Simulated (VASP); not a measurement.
## Nb: single point with PBEsol

Crystal: Nb.

```
Nb
1.0
     2.83587    0.00000    0.00000
    -1.41793    2.45593    0.00000
     0.00000    0.00000    5.18565
Nb
2
Direct
  0.33333 0.66667 0.25000
  0.66667 0.33333 0.75000
```

```yaml
Program: VASP 6.6.1
Task: single point
Functional: PBEsol
Potentials_or_basis: VASP PAW PBE potentials, release 64 (Nb_sv)
Cutoff: 520 eV
k_mesh: 12 × 12 × 7
Occupations: fermi-dirac, width 0.1 eV
Spin: no spin polarisation
Dipole_correction: no
Further_INCAR_settings: ALGO = Normal; EDIFF = 1e-06; NBANDS = 20
```

- Pressure: -0.3 GPa
- Band gap on the k mesh: zero (band 13 reaches 13.03 eV, above the bottom of band 14 at 10.63 eV)

Levels at points of the mesh, in eV from the Fermi level:
| k point | band 10 | band 11 | band 12 | band 13 | band 14 | band 15 | band 16 | band 17 |
| --- | --- | --- | --- | --- | --- | --- | --- | --- |
| (0.00, 0.00, 0.00) | -4.00 | -1.04 | 0.32 | 0.32 | 0.52 | 0.78 | 0.78 | 2.67 |
| (0.50, 0.00, 0.00) | -3.41 | -3.40 | -0.57 | 0.34 | 0.39 | 0.73 | 4.63 | 5.74 |

It took 25 s on 1 thread of Intel Xeon 6975P-C (shared host), peak memory 0.18 GiB.

Caveat: the PAW data sets were made with another functional, which shifts forces and pressure a little.
